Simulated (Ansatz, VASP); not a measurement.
# Cu in VASP and in Ansatz

Contents of INCAR:

```
SYSTEM = Cu
PREC     = Accurate       ! precision mode
ENCUT    = 520            ! plane-wave cutoff, eV
EDIFF    = 1E-6           ! SCF threshold, eV
ISMEAR   = -1             ! smearing method
SIGMA    = 0.1            ! smearing width, eV
LREAL    = .FALSE.        ! projectors in reciprocal space
LASPH    = .TRUE.         ! aspherical terms in the spheres
NELM     = 60             ! most SCF steps
ALGO     = Normal         ! electronic algorithm
ISIF     = 2              ! what is computed and relaxed
LWAVE    = .FALSE.        ! write WAVECAR
LCHARG   = .FALSE.        ! write CHGCAR
GGA      = PS             ! functional
NBANDS   = 18             ! bands
```

File KPOINTS:

```
regular mesh
0
G
  12 12 7
  0 0 0
```

POSCAR

```
Cu
1.0
    2.5340970000      0.0000000000      0.0000000000
   -1.2670480000      2.1945920000      0.0000000000
    0.0000000000      0.0000000000      4.1125710000
Cu
2
Direct
    0.3333333333      0.6666666667      0.2500000000
    0.6666666667      0.3333333333      0.7500000000
```

Input for Ansatz:

```yaml
crystal:
  lattice:
    - [2.534097, 0.0, 0.0]
    - [-1.267048, 2.194592, 0.0]
    - [0.0, 0.0, 4.112571]
  atoms:
    - { symbol: Cu, position: [0.3333333333333333, 0.6666666666666666, 0.25] }
    - { symbol: Cu, position: [0.6666666666666666, 0.3333333333333333, 0.75] }
basis:
  ecutwfc: 462.593566181796
kpoints:
  mp_grid:
    grid: [12, 12, 7]
hamiltonian:
  xc: pbesol
  pseudopotentials:
    kind: paw
scf:
  occupations:
    method: fermi_dirac
    width: 0.1
output:
  stress: true
```

Alike in both runs: task single point; functional PBEsol; k mesh 12 × 12 × 7; occupations fermi-dirac, width 0.1 eV; no spin polarisation.

```csv
,VASP,Ansatz
version,VASP 6.6.1,Ansatz 0.2.0
potentials or method,"VASP PAW PBE potentials, release 64 (Cu), cutoff 520 eV","plane waves, PAW"
valence electrons in the cell,22,38
```

Ansatz gave:

- pressure (GPa): -1.4
- traceless stress, the component that is largest in VASP (GPa): 0.61

**Question.** Which values does VASP return?

**Answer.** Pressure (GPa): -0.7; traceless stress, the component that is largest in VASP (GPa): 0.55.

VASP's potentials were made for PBE, not for PBEsol. VASP's potentials hold 22 valence electrons a cell and Ansatz's 38, so a difference there can come from the potentials and not from the codes.
